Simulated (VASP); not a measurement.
# SrO in VASP: notebook, part 2 of 3

VASP 6.6.1. The steps go on from the part before.

### 3 Single point, PBE (epitaxial 111 strain +2.5%)

The input, INCAR:

```
PREC = Accurate
ENCUT = 520
EDIFF = 1E-6
ISMEAR = -1
SIGMA = 0.02
LREAL = False
LASPH = True
NELM = 100
ALGO = Normal
ISIF = 2
LWAVE = False
LCHARG = True
GGA = PE
LELF = True
LVHAR = True
NBANDS = 15
```

The input, KPOINTS:

```
regular mesh
0
Gamma
  8 8 8
```

The input, POSCAR:

```
SrO
1.0
   -0.0925803946      2.7695076575      2.7695076575
    2.7695076575     -0.0925803946      2.7695076575
    2.7695076575      2.7695076575     -0.0925803946
Sr O
1 1
Direct
   -0.0029480459     -0.0029480459     -0.0029480459
    0.2529480459      0.2529480459      0.2529480459
```

Potentials or basis: VASP PAW PBE potentials, release 64 (Sr_sv, O).

The run is started by

```sh
cat potpaw_PBE.64/Sr_sv/POTCAR potpaw_PBE.64/O/POTCAR > POTCAR
mpirun -np 1 vasp_std > vasp.out
```

OUTCAR:

```text
PREC = Accurate
   ENCUT = 520
   EDIFF = 1E-6
   ISMEAR = -1
   LREAL = False
   LASPH = True
   NELM = 100
   ISIF = 2
   GGA = PE

 ion  position               nearest neighbor table
   1  0.997  0.997  0.997-   2 2.41   2 2.45   2 2.45   2 2.45
   2  0.253  0.253  0.253-   1 2.41   1 2.45   1 2.45   1 2.45

  LATTYP: Found a trigonal (rhomboedric) cell.
 ALAT       =     3.9177693219
 COS(alpha) =     0.4663109908

  Lattice vectors:

 A1 = (  -0.0925803946,   2.7695076575,   2.7695076575)
 A2 = (   2.7695076575,  -0.0925803946,   2.7695076575)
 A3 = (   2.7695076575,   2.7695076575,  -0.0925803946)

Analysis of symmetry for initial positions (statically):
=====================================================================
 Subroutine PRICEL returns:
 Original cell was already a primitive cell.

 Routine SETGRP: Setting up the symmetry group for a
 trigonal (rhombohedral) supercell.

 Subroutine GETGRP returns: Found  6 space group operations
 (whereof  6 operations were pure point group operations)
 out of a pool of 12 trial point group operations.

The static configuration has the point symmetry C_3v.

Analysis of symmetry for dynamics (positions and initial velocities):
=====================================================================
 Subroutine PRICEL returns:
 Original cell was already a primitive cell.

 Routine SETGRP: Setting up the symmetry group for a
 trigonal (rhombohedral) supercell.

 Subroutine GETGRP returns: Found  6 space group operations
 (whereof  6 operations were pure point group operations)
 out of a pool of 12 trial point group operations.

The dynamic configuration has the point symmetry C_3v.

 Subroutine INISYM returns: Found  6 space group operations
 (whereof  6 operations are pure point group operations),
 and found     1 'primitive' translations

[... 116 lines left out ...]
  Fermi-wavevector in a.u.,A,eV,Ry     =   1.163113  2.197966 18.406407  1.352833
  Thomas-Fermi vector in A             =   2.299667
   LORBIT       =      0    0 simple, 1 ext, 2 COOP (PROOUT), +10 PAW based schemes
   GGA     = PE    functional components
   LHFCALC =     F    Hartree Fock is set to
   AEXX    =    0.0000 exact exchange contribution
   IVDW    =     0    specifies the selected vdW correction
   LEPSILON=     F    determine dielectric tensor
   LRPA    =     F    only Hartree local field effects (RPA)
 non-spin polarized calculation
  energy-cutoff  :      520.00
  volume of cell :       44.61
 maximum number of plane-waves:      1217
 NGX is ok and might be reduce to    30
   NGX = 15   NGY = 15   NGZ = 15

 number of electron      16.0000002 magnetization

 Free energy of the ion-electron system (eV)
  ---------------------------------------------------
  ext. energy  EPLUGINS =         0.00000000
  ---------------------------------------------------
  free energy    TOTEN  =       -11.75472477 eV

  energy without entropy =      -11.75472477  energy(sigma->0) =      -11.75472477

 E-fermi :   0.7374     XC(G=0):  -8.5267

 val. band max:        0.1959781310   @ k =  -0.2500   0.5000   0.2500
 cond. band min:       2.6506141911   @ k =   0.0000   0.0000   0.0000
 fundamental gap:      2.4546360602
 Fermi energy:         0.7373900183

 k-point     1 :       0.0000    0.0000    0.0000
  band No.  band energies     occupation
      1     -32.1216      2.00000
      2     -14.5739      2.00000
      3     -14.0175      2.00000
      4     -14.0175      2.00000
      5     -13.9811      2.00000
      6      -0.6394      2.00000
      7      -0.6394      2.00000
      8      -0.5033      2.00000
      9       2.6506      0.00000
     10       8.1027      0.00000
     11       8.1027      0.00000
     12       9.4042      0.00000
     13       9.4042      0.00000
     14       9.5038      0.00000
[... 401 lines left out ...]
      2     -15.5809      2.00000
      3     -14.1445      2.00000
      4     -14.0585      2.00000
      5     -13.0863      2.00000
      6      -0.7618      2.00000
      7      -0.4003      2.00000
      8      -0.3127      2.00000
      9       4.8004      0.00000
     10       6.9559      0.00000
     11       7.3778      0.00000
     12       8.8174      0.00000
     13      10.1784      0.00000
     14      10.1918      0.00000
     15      12.1434      0.00000

 [... further k-points ...]
[... 5 lines left out ...]
  --------------------------------------------------------------------------------------
  -------------------------------------------------------------------------------------
  Total       -0.0600045     -0.0600045     -0.0600045      0.2249213      0.2249213      0.2249213
  in kB       -2.1548450     -2.1548450     -2.1548450      8.0772384      8.0772384      8.0772384
  external PRESSURE =      -2.1548450 kB  Pullay stress =       0.0000000 kB

 VOLUME and BASIS-vectors are now :
 -----------------------------------------------------------------------------
  energy-cutoff  :      520.00
  volume of cell :       44.61
      direct lattice vectors                 reciprocal lattice vectors
    -0.092580395  2.769507658  2.769507658    -0.171728059  0.177667201  0.177667201
     2.769507658 -0.092580395  2.769507658     0.177667201 -0.171728059  0.177667201
     2.769507658  2.769507658 -0.092580395     0.177667201  0.177667201 -0.171728059

 POSITION                                       TOTAL-FORCE (eV/Angst)
 -----------------------------------------------------------------------------------
      5.43038      5.43038      5.43038        -0.001893     -0.001893     -0.001893
      1.37767      1.37767      1.37767         0.001893      0.001893      0.001893
 -----------------------------------------------------------------------------------
    total drift:                               -0.000197     -0.000197     -0.000197

  FREE ENERGIE OF THE ION-ELECTRON SYSTEM (eV)
  ---------------------------------------------------
  free  energy   TOTEN  =       -11.7547247685 eV

  energy  without entropy=      -11.7547247685  energy(sigma->0) =      -11.75472477
```

OSZICAR:

```text
N       E                     dE             d eps       ncg     rms          rms(c)
DAV:   1     0.745960433964E+02    0.74596E+02   -0.81267E+03  1950   0.101E+03
DAV:   2    -0.107005130978E+02   -0.85297E+02   -0.77498E+02  2682   0.213E+02
DAV:   3    -0.147584420205E+02   -0.40579E+01   -0.40362E+01  2550   0.438E+01
DAV:   4    -0.148814235328E+02   -0.12298E+00   -0.12296E+00  2599   0.704E+00
DAV:   5    -0.148841812973E+02   -0.27578E-02   -0.27577E-02  2617   0.821E-01    0.169E+01
DAV:   6    -0.119701065270E+02    0.29141E+01   -0.10411E+01  1978   0.222E+01    0.182E+01
DAV:   7    -0.117743682282E+02    0.19574E+00   -0.61577E-01  2020   0.626E+00    0.916E+00
DAV:   8    -0.117433106738E+02    0.31058E-01   -0.15713E-01  2321   0.363E+00    0.148E+00
DAV:   9    -0.117511833770E+02   -0.78727E-02   -0.70051E-03  2607   0.645E-01    0.338E-01
DAV:  10    -0.117545313221E+02   -0.33479E-02   -0.27880E-03  2020   0.343E-01    0.591E-02
DAV:  11    -0.117546568954E+02   -0.12557E-03   -0.13795E-04  2419   0.749E-02    0.593E-02
DAV:  12    -0.117547254851E+02   -0.68590E-04   -0.82941E-05  2020   0.603E-02    0.857E-03
DAV:  13    -0.117547247685E+02    0.71661E-06   -0.14544E-06  2305   0.121E-02
   1 F= -.11754725E+02 E0= -.11754725E+02  d E =-.767489E-13
```

stdout:

```text
POSCAR found type information on POSCAR SrO
 POSCAR found :  2 types and       2 ions
 scaLAPACK will be used
 LDA part: xc-table for (Slater+PW92), standard interpolation
 POSCAR, INCAR and KPOINTS ok, starting setup
 FFT: planning ... GRIDC
 FFT: planning ... GRID_SOFT
 FFT: planning ... GRID
 WAVECAR not read
 entering main loop
```

It took 70 s on 1 thread of Intel Xeon Platinum 8259CL at 2.50GHz (Skylake/Cascade Lake), shared host; peak memory 0.19 GiB.

Results:

- Free energy: -11.7547 eV
- Pressure: -0.2 GPa
- Largest force: 0.003 eV/Å
- Band gap on the k mesh: 2.45 eV, indirect (least direct gap 3.15 eV)

Forces in eV/Å, atoms in the order of the input:
```
Sr  -0.002 -0.002 -0.002
O    0.002  0.002  0.002
```

Stress tensor (GPa, compression positive):
```
-0.22  0.81  0.81
 0.81 -0.22  0.81
 0.81  0.81 -0.22
```

Levels at points of the mesh, in eV from the valence-band top:
```
           k point  band 4  band 5  band 6  band 7  band 8  band 9  band 10  band 11  band 12  band 13
(0.00, 0.00, 0.00)  -14.21  -14.18   -0.84   -0.84   -0.70    2.45     7.91     7.91     9.21     9.21
(0.50, 0.00, 0.00)  -14.28  -13.14   -0.76   -0.49   -0.46    5.19     6.96     7.15     7.92     9.52
(0.50, 0.50, 0.00)  -14.40  -12.86   -1.36   -0.02   -0.01    4.52     5.68     9.42     9.79     9.81
(0.50, 0.50, 0.50)  -14.31  -13.25   -0.60   -0.55   -0.55    5.25     7.09     7.50     7.50     9.87
```

Caveat: the cell differs from its parent crystal (epitaxial 111 strain +2.5%). A k mesh can miss the band edges.

### 4 Single point, r2SCAN (epitaxial xy strain -0.5%)

The input, POSCAR:

```
SrO
1.0
    0.0000000000      2.7783196214      2.8155011054
    2.7783196214      0.0000000000      2.8155011054
    2.7783196214      2.7783196214      0.0000000000
Sr O
1 1
Direct
    0.0000000000      0.0000000000      0.0000000000
    0.2500000000      0.2500000000      0.2500000000
```

The input, INCAR.step1:

```
SYSTEM = SrO
PREC = Accurate ; ENCUT = 520
ISMEAR = 0 ; SIGMA = 0.01
LREAL = .False. ; LASPH = .True.
NELM = 100 ; NBANDS = 15
GGA = PE ; ALGO = Normal
EDIFF = 1E-4 ; LWAVE = .True.
LCHARG = .False.
```

The input, INCAR.step2:

```
SYSTEM = SrO
PREC = Accurate ; ENCUT = 520
EDIFF = 1E-7 ; ISMEAR = 0
SIGMA = 0.01 ; LREAL = .False.
LASPH = .True. ; NELM = 100
ALGO = Normal ; ISIF = 2
LWAVE = .False. ; LCHARG = .True.
METAGGA = R2SCAN ; LMIXTAU = .True.
LELF = .True. ; LVHAR = .True.
NBANDS = 15 ; ISTART = 1
```

The input, KPOINTS:

```
regular mesh
0
Gamma
  8 8 8
  0 0 0
```

The run is started by

```sh
cat potpaw_PBE.64/Sr_sv/POTCAR potpaw_PBE.64/O/POTCAR > POTCAR
cp INCAR.step1 INCAR
mpirun -np 1 vasp_std > vasp.out
cp INCAR.step2 INCAR
mpirun -np 1 vasp_std > vasp.out
```

Run time: 5.2 min. Hardware: 1 thread of Intel Xeon Platinum 8259CL at 2.50GHz (Skylake/Cascade Lake), shared host; peak memory 0.19 GiB.

The run converged. Its results:

```
Free energy            : -26.6313 eV
Pressure               : 0.6 GPa
Band gap on the k mesh : 2.90 eV, indirect (least direct gap 3.76 eV)
```

Stress tensor (GPa, compression positive):
```
0.62 0.00 0.00
0.00 0.62 0.00
0.00 0.00 0.48
```

Levels at points of the mesh, in eV from the valence-band top:
```
           k point  band 4  band 5  band 6  band 7  band 8  band 9  band 10  band 11  band 12  band 13
(0.00, 0.00, 0.00)  -14.56  -14.55   -0.86   -0.85   -0.85    2.90     8.61     8.76     9.89    10.06
(0.50, 0.00, 0.00)  -14.64  -13.69   -0.71   -0.55   -0.53    5.64     7.64     8.17     8.22    10.55
(0.50, 0.50, 0.00)  -14.78  -13.33   -1.41   -0.01   -0.01    4.88     6.19    10.32    10.61    10.61
(0.50, 0.00, 0.50)  -14.78  -13.37   -1.41   -0.02   -0.01    4.92     6.22    10.31    10.57    10.63
```

Caveat: the cell differs from its parent crystal (epitaxial xy strain -0.5%); the PAW data sets were made with another functional, which shifts forces and pressure a little. A k mesh can miss the band edges.

### 5 Single point, r2SCAN (uniaxial z strain +1.5%)

The input, POSCAR:

```
SrO
1.0
    0.0000000000      2.7922810265      2.8341652419
    2.7922810265      0.0000000000      2.8341652419
    2.7922810265      2.7922810265      0.0000000000
Sr O
1 1
Direct
    0.0000000000      0.0000000000      0.0000000000
    0.2500000000      0.2500000000      0.2500000000
```

The input, INCAR.step1:

```
PREC = Accurate
ENCUT = 520
ISMEAR = 0
SIGMA = 0.01
LREAL = F
LASPH = T
NELM = 100
NBANDS = 15
GGA = PE
ALGO = Normal
EDIFF = 1E-4
LWAVE = T
LCHARG = F
```

The input, INCAR.step2:

```
PREC = Accurate
ENCUT = 520
EDIFF = 1E-6
ISMEAR = 0
SIGMA = 0.01
LREAL = F
LASPH = T
NELM = 100
ALGO = Normal
ISIF = 2
LWAVE = F
LCHARG = T
METAGGA = R2SCAN
LMIXTAU = T
LELF = T
LVHAR = T
NBANDS = 15
ISTART = 1
```

The input, KPOINTS:

```
regular mesh
0
Gamma
  8 8 8
```

The run is started by

```sh
cat potpaw_PBE.64/Sr_sv/POTCAR potpaw_PBE.64/O/POTCAR > POTCAR
cp INCAR.step1 INCAR
mpirun -np 1 vasp_std > vasp.out
cp INCAR.step2 INCAR
mpirun -np 1 vasp_std > vasp.out
```

It took 4.8 min on 1 thread of Intel Xeon Platinum 8259CL at 2.50GHz (Skylake/Cascade Lake), shared host; peak memory 0.19 GiB.

Results (log left out):

```yaml
Free_energy: -26.6318 eV
Pressure: -0.5 GPa
Band_gap_on_the_k_mesh: 2.86 eV, indirect (least direct gap 3.67 eV)
```

Stress tensor (GPa, compression positive):
```
-0.46  0.00  0.00
 0.00 -0.46  0.00
 0.00  0.00 -0.65
```

Levels at points of the mesh, in eV from the valence-band top:
| k point | band 4 | band 5 | band 6 | band 7 | band 8 | band 9 | band 10 | band 11 | band 12 | band 13 |
| --- | --- | --- | --- | --- | --- | --- | --- | --- | --- | --- |
| (0.00, 0.00, 0.00) | -14.62 | -14.62 | -0.83 | -0.82 | -0.82 | 2.86 | 8.54 | 8.70 | 9.78 | 9.96 |
| (0.50, 0.00, 0.00) | -14.70 | -13.75 | -0.71 | -0.53 | -0.50 | 5.59 | 7.56 | 8.10 | 8.15 | 10.44 |
| (0.50, 0.50, 0.00) | -14.83 | -13.41 | -1.38 | -0.01 | -0.01 | 4.84 | 6.15 | 10.22 | 10.51 | 10.51 |
| (0.50, 0.00, 0.50) | -14.83 | -13.45 | -1.37 | -0.03 | -0.01 | 4.89 | 6.19 | 10.21 | 10.46 | 10.52 |

Caveat: the cell differs from its parent crystal (uniaxial z strain +1.5%); the PAW data sets were made with another functional, which shifts forces and pressure a little.

(Continued in part 3 of 3.)
